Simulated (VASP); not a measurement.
# P (P6/mmm) in VASP: relaxation of cell and atoms with PBE

Aim: the relaxation of cell and atoms of P with PBE.

All numbers are computed with VASP 6.6.1; they aren't measurements. Logs are shortened: lines on timing, memory, paths and dates and some standing lists are left out, and cuts for length are marked.

## 1. The cell of the first run

The structure is hexagonal, space group P6/mmm (No. 191). Conventional cell: a = 4.376 Å, b = 4.376 Å, c = 2.713 Å, α = 90.00°, β = 90.00°, γ = 120.00°. P (site symmetry 6/mmm) has 14 P at 2.71 to 2.87 Å within 3.6 Å. P (site symmetry -6m2) has 11 P at 2.53 to 2.87 Å within 3.3 Å.

This isn't the form of P at room conditions, which is orthorhombic.

## 2. Relaxation of cell and atoms, PBE

Input file INCAR:

```
  PREC = Accurate
  ENCUT = 600
  EDIFF = 1E-6
  ISMEAR = -1
  SIGMA = 0.05
  LREAL = F
  LASPH = T
  NELM = 80
  ALGO = Normal
  ISIF = 3
  LWAVE = F
  LCHARG = F
  GGA = PE
  IBRION = 2
  NSW = 60
  EDIFFG = -0.005
```

Input file KPOINTS:

```
regular mesh
0
Gamma
  9 9 12
```

Input file POSCAR:

```
P
1.0
    4.3761956576      0.0000000000      0.0000000000
   -2.1880978288      3.7898966114      0.0000000000
    0.0000000000      0.0000000000      2.7132413077
P
3
Direct
    0.0000000000      0.0000000000      0.0000000000
    0.3333333333      0.6666666667      0.5000000000
    0.6666666667      0.3333333333      0.5000000000
```

Potentials or basis: VASP PAW PBE potentials, release 64 (P).

On the command line:

```
$ cat potpaw_PBE.64/P/POTCAR > POTCAR
$ mpirun -np 1 vasp_std > vasp.out
```

OUTCAR:

```text
PREC = Accurate
   ENCUT = 600
   EDIFF = 1E-6
   ISMEAR = -1
   LREAL = F
   LASPH = T
   NELM = 80
   ISIF = 3
   GGA = PE
   IBRION = 2
   NSW = 60
   EDIFFG = -0.005

 ion  position               nearest neighbor table
   1  0.000  0.000  0.000-   2 2.87   3 2.87   2 2.87   3 2.87   2 2.87   2 2.87   3 2.87   3 2.87
                             3 2.87   3 2.87   2 2.87   2 2.87
   2  0.333  0.667  0.500-   3 2.53   3 2.53   3 2.53   1 2.87   1 2.87   1 2.87   1 2.87   1 2.87
                             1 2.87
   3  0.667  0.333  0.500-   2 2.53   2 2.53   2 2.53   1 2.87   1 2.87   1 2.87   1 2.87   1 2.87
                             1 2.87

  LATTYP: Found a hexagonal cell.
 ALAT       =     4.3761956576
 C/A-ratio  =     0.6200000000

  Lattice vectors:

 A1 = (   4.3761956576,   0.0000000000,   0.0000000000)
 A2 = (  -2.1880978288,   3.7898966114,   0.0000000000)
 A3 = (   0.0000000000,   0.0000000000,   2.7132413077)

Analysis of symmetry for initial positions (statically):
=====================================================================
 Subroutine PRICEL returns:
 Original cell was already a primitive cell.

 Routine SETGRP: Setting up the symmetry group for a
 hexagonal supercell.

 Subroutine GETGRP returns: Found 24 space group operations
 (whereof 24 operations were pure point group operations)
 out of a pool of 24 trial point group operations.

The static configuration has the point symmetry D_6h.

Analysis of symmetry for dynamics (positions and initial velocities):
=====================================================================
 Subroutine PRICEL returns:
 Original cell was already a primitive cell.

 Routine SETGRP: Setting up the symmetry group for a
 hexagonal supercell.

 Subroutine GETGRP returns: Found 24 space group operations
 (whereof 24 operations were pure point group operations)
 out of a pool of 24 trial point group operations.

The dynamic configuration has the point symmetry D_6h.

 Subroutine INISYM returns: Found 24 space group operations
 (whereof 24 operations are pure point group operations),
 and found     1 'primitive' translations

----------------------------------------------------------------------------------------

                                     Primitive cell

  volume of cell :      45.0000

  direct lattice vectors                    reciprocal lattice vectors
     4.376195658  0.000000000  0.000000000     0.228508979  0.131929720  0.000000000
    -2.188097829  3.789896611  0.000000000     0.000000000  0.263859441  0.000000000
     0.000000000  0.000000000  2.713241308     0.000000000  0.000000000  0.368562869

  length of vectors
     4.376195658  4.376195658  2.713241308     0.263859441  0.263859441  0.368562869

  position of ions in fractional coordinates (direct lattice)
     0.000000000  0.000000000  0.000000000
     0.333333333  0.666666667  0.500000000
     0.666666667  0.333333333  0.500000000

  ion indices of the primitive-cell ions
   primitive index   ion index
                 1           1
                 2           2
                 3           3

----------------------------------------------------------------------------------------

 KPOINTS: regular mesh

Automatic generation of k-mesh.
 Grid dimensions read from file:
 generate k-points for:    9    9   12

 Generating k-lattice:

  Cartesian coordinates                     Fractional coordinates (reciprocal lattice)
     0.025389887  0.014658858  0.000000000     0.111111111  0.000000000  0.000000000
     0.000000000  0.029317716  0.000000000     0.000000000  0.111111111  0.000000000
     0.000000000  0.000000000  0.030713572     0.000000000  0.000000000  0.083333333

  Length of vectors
     0.029317716  0.029317716  0.030713572

  Shift w.r.t. Gamma in fractional coordinates (k-lattice)
     0.000000000  0.000000000  0.000000000

 Subroutine IBZKPT returns following result:
 ===========================================

 Found     84 irreducible k-points:

 Following reciprocal coordinates:
            Coordinates               Weight
  0.000000  0.000000  0.000000      1.000000
  0.111111 -0.000000  0.000000      6.000000
  0.222222 -0.000000  0.000000      6.000000
  0.333333 -0.000000  0.000000      6.000000
  0.444444 -0.000000  0.000000      6.000000
  0.111111  0.111111  0.000000      6.000000
[... 16 lines left out ...]
  0.333333  0.222222  0.083333     24.000000
  0.333333  0.333333  0.083333      4.000000
 [... further k-points ...]
   k-points           NKPTS =     84   k-points in BZ     NKDIM =     84   number of bands    NBANDS=     11
   number of dos      NEDOS =    301   number of ions     NIONS =      3
   total plane-waves  NPLWV =  31104
   dimension x,y,z NGX =    36 NGY =   36 NGZ =   24
   dimension x,y,z NGXF=    72 NGYF=   72 NGZF=   48
   ions per type =               3
   NGX,Y,Z   is equivalent  to a cutoff of  13.68, 13.68, 14.71 a.u.
   NGXF,Y,Z  is equivalent  to a cutoff of  27.35, 27.35, 29.41 a.u.
 SYSTEM =  unknown system
   PREC   = accura    normal or accurate (medium, high low for compatibility)
   ISTART =      0    job   : 0-new  1-cont  2-samecut
   ICHARG =      2    charge: 1-file 2-atom 10-const
   ISPIN  =      1    spin polarized calculation?
   LNONCOLLINEAR =      F non collinear calculations
   LSORBIT =      F    spin-orbit coupling
   LASPH  =      T    aspherical Exc in radial PAW
   ENCUT  =  600.0 eV  44.10 Ry    6.64 a.u.   8.74  8.74  5.42*2*pi/ulx,y,z
   NELM   =     80;   NELMIN=  2; NELMDL= -5     # of ELM steps
   EDIFF  = 0.1E-05   stopping-criterion for ELM
   LREAL  =      F    real-space projection
   EDIFFG = -.5E-02   stopping-criterion for IOM
   NSW    =     60    number of steps for IOM
   IBRION =      2    ionic relax: 0-MD 1-quasi-New 2-CG
   NFREE  =      1    steps in history (QN), initial steepest desc. (CG)
   ISIF   =      3    stress and relaxation
   ISYM   =      2    0-nonsym 1-usesym 2-fastsym
   POTIM  = 0.5000    time-step for ionic-motion
   TEBEG  =    0.0;   TEEND  =   0.0 temperature during run
   PSTRESS=    0.0 pullay stress
   NELECT =      15.0000    total number of electrons
   NUPDOWN=      -1.0000    fix difference up-down
   EMIN   =  10.00;   EMAX   =-10.00  energy-range for DOS
   EFERMI =   0.00;   METHOD = LEGACY
   ISMEAR =    -1;   SIGMA  =   0.05  broadening in eV -4-tet -1-fermi 0-gaus
   EFERMI_NEDOS =   21; number of points for ismear=-14 and -15
   IALGO  =     38    algorithm
   IMIX   =      4    mixing-type and parameters
     AMIX     =   0.40;   BMIX     =  1.00
     AMIX_MAG =   1.60;   BMIX_MAG =  1.00
  volume/ion in A,a.u.               =      15.00       101.22
  Fermi-wavevector in a.u.,A,eV,Ry     =   1.135101  2.145029 17.530477  1.288454
  Thomas-Fermi vector in A             =   2.271805
   LORBIT       =      0    0 simple, 1 ext, 2 COOP (PROOUT), +10 PAW based schemes
   GGA     = PE    functional components
   LHFCALC =     F    Hartree Fock is set to
   AEXX    =    0.0000 exact exchange contribution
   IVDW    =     0    specifies the selected vdW correction
   LEPSILON=     F    determine dielectric tensor
   LRPA    =     F    only Hartree local field effects (RPA)
 conjugate gradient relaxation of ions
 non-spin polarized calculation
  energy-cutoff  :      600.00
  volume of cell :       45.00
 maximum number of plane-waves:      1529
 NGX is ok and might be reduce to    36
   NGX = 17   NGY = 17   NGZ = 11

--------------------------------------- Ionic step        1  -------------------------------------------

 number of electron      14.9999999 magnetization

 Free energy of the ion-electron system (eV)
  ---------------------------------------------------
  ext. energy  EPLUGINS =         0.00000000
  ---------------------------------------------------
  free energy    TOTEN  =       -13.99997709 eV

  energy without entropy =      -13.99076462  energy(sigma->0) =      -13.99537085

------------------------ aborting loop because EDIFF is reached ----------------------------------------

  FORCE on cell =-STRESS in cart. coord.  units (eV):
  Direction    XX          YY          ZZ          XY          YZ          ZX
  --------------------------------------------------------------------------------------
  -------------------------------------------------------------------------------------
  Total       -0.5338579     -0.5338579     -2.0722354      0.0000000      0.0000000     -0.0000000
  in kB      -19.0074467    -19.0074467    -73.7797447      0.0000000      0.0000000     -0.0000000
  external PRESSURE =     -37.2648793 kB  Pullay stress =       0.0000000 kB
[... 59 lines left out ...]
  energy  without entropy=      -14.0277879501  energy(sigma->0) =      -14.03399476

--------------------------------------- Ionic step        3  -------------------------------------------

 number of electron      14.9999998 magnetization

 E-fermi :  10.0370     XC(G=0): -11.5525

 val. band max:       10.0249045133   @ k =   0.2222   0.1111   0.4167
 cond. band min:      10.0374919483   @ k =   0.1111   0.1111   0.5000
 fundamental gap:      0.0125874349
 Fermi energy:        10.0369861027

 k-point     1 :       0.0000    0.0000    0.0000
  band No.  band energies     occupation
      1      -6.5003      2.00000
      2       1.4293      2.00000
      3       1.6099      2.00000
      4       4.2114      2.00000
      5       4.2114      2.00000
      6       4.5883      2.00000
      7       4.5883      2.00000
      8      12.1146      0.00000
      9      15.7012      0.00000
     10      17.0814      0.00000
     11      17.1322      0.00000
[... 352 lines left out ...]
  FREE ENERGIE OF THE ION-ELECTRON SYSTEM (eV)
  ---------------------------------------------------
  free  energy   TOTEN  =       -14.0402077465 eV

  energy  without entropy=      -14.0278666864  energy(sigma->0) =      -14.03403722

[... ionic steps 4 to 10 ...]

--------------------------------------- Ionic step       11  -------------------------------------------

 number of electron      14.9999998 magnetization

------------------------ aborting loop because EDIFF is reached ----------------------------------------

  FORCE on cell =-STRESS in cart. coord.  units (eV):
  Direction    XX          YY          ZZ          XY          YZ          ZX
  --------------------------------------------------------------------------------------
  -------------------------------------------------------------------------------------
  Total       -0.0316938     -0.0316938     -0.0249689     -0.0000000      0.0000000      0.0000000
  in kB       -1.1804149     -1.1804149     -0.9299514     -0.0000000      0.0000000      0.0000000
  external PRESSURE =      -1.0969271 kB  Pullay stress =       0.0000000 kB
[... 59 lines left out ...]
  energy  without entropy=      -14.0341505959  energy(sigma->0) =      -14.04033479

--------------------------------------- Ionic step       13  -------------------------------------------

 number of electron      14.9999998 magnetization

 Free energy of the ion-electron system (eV)
  ---------------------------------------------------
  ext. energy  EPLUGINS =         0.00000000
  ---------------------------------------------------
  free energy    TOTEN  =       -14.04651919 eV

  energy without entropy =      -14.03414655  energy(sigma->0) =      -14.04033287

 E-fermi :   9.9673     XC(G=0): -11.5328

 val. band max:        9.9576690708   @ k =   0.3333   0.1111   0.0000
 cond. band min:       9.9751534023   @ k =   0.4444  -0.0000   0.0000
 fundamental gap:      0.0174843315
 Fermi energy:         9.9672798064

 k-point     1 :       0.0000    0.0000    0.0000
  band No.  band energies     occupation
      1      -6.5150      2.00000
      2       1.0479      2.00000
      3       1.1475      2.00000
      4       4.1022      2.00000
      5       4.1022      2.00000
      6       4.4291      2.00000
      7       4.4291      2.00000
      8      12.9042      0.00000
      9      16.3029      0.00000
     10      16.6715      0.00000
     11      16.6715      0.00000
[... 352 lines left out ...]
  FREE ENERGIE OF THE ION-ELECTRON SYSTEM (eV)
  ---------------------------------------------------
  free  energy   TOTEN  =       -14.0465191881 eV

  energy  without entropy=      -14.0341465520  energy(sigma->0) =      -14.04033287

 reached required accuracy - stopping structural energy minimisation
```

It took 1.9 min on 1 thread of Intel Xeon 6975P-C (Granite Rapids), shared host; peak memory 0.19 GiB.

What came out:

* Free energy: -14.0465 eV
* Relaxed volume: 14.32 Å³/atom
* Relaxed cell: a = 4.396 Å, b = 4.396 Å, c = 2.567 Å, α = 90.00°, β = 90.00°, γ = 120.00°
* Space group after relaxing (to 0.1 Å): P6/mmm (No. 191)
* Energy gained by relaxing: 15.5 meV/atom
* Ionic steps: 13
* Pressure after relaxing: 0.0 GPa

Step by step:
```
step  energy change (eV)  largest force (eV/Å)  pressure (GPa)  volume (Å³)
   1              0.0000                0.0000           -3.73        45.00
   2             -0.0402                0.0000            0.78        42.76
   3             -0.0402                0.0000            0.71        42.79
   4             -0.0435                0.0000            0.11        43.03
   5             -0.0444                0.0000           -0.42        43.23
   6             -0.0433                0.0000           -1.42        43.64
   7             -0.0446                0.0000           -0.58        43.29
   8             -0.0447                0.0000           -1.05        43.46
   9             -0.0452                0.0000           -0.51        43.21
  10             -0.0456                0.0000           -0.73        43.30
  11             -0.0465                0.0000           -0.11        43.02
  12             -0.0465                0.0000           -0.02        42.98
  13             -0.0465                0.0000           -0.02        42.97
```

Final structure:
```yaml
crystal:
  lattice:
    - [4.39639, 0.00000, 0.00000]
    - [-2.19819, 3.80738, 0.00000]
    - [0.00000, 0.00000, 2.56716]
  atoms:
    - { symbol: P, position: [0.00000, 0.00000, 0.00000] }
    - { symbol: P, position: [0.33333, 0.66667, 0.50000] }
    - { symbol: P, position: [0.66667, 0.33333, 0.50000] }
```

Levels at points of the mesh, in eV from the Fermi level:
| k point | band 4 | band 5 | band 6 | band 7 | band 8 | band 9 | band 10 | band 11 |
| --- | --- | --- | --- | --- | --- | --- | --- | --- |
| (0.00, 0.00, 0.00) | -5.87 | -5.87 | -5.54 | -5.54 | 2.94 | 6.34 | 6.70 | 6.70 |
| (0.00, 0.00, 0.50) | -3.58 | -3.37 | -2.99 | -2.87 | -2.87 | -0.82 | -0.82 | -0.17 |

Caveat: the highest band is partly filled, so the run has too few bands.
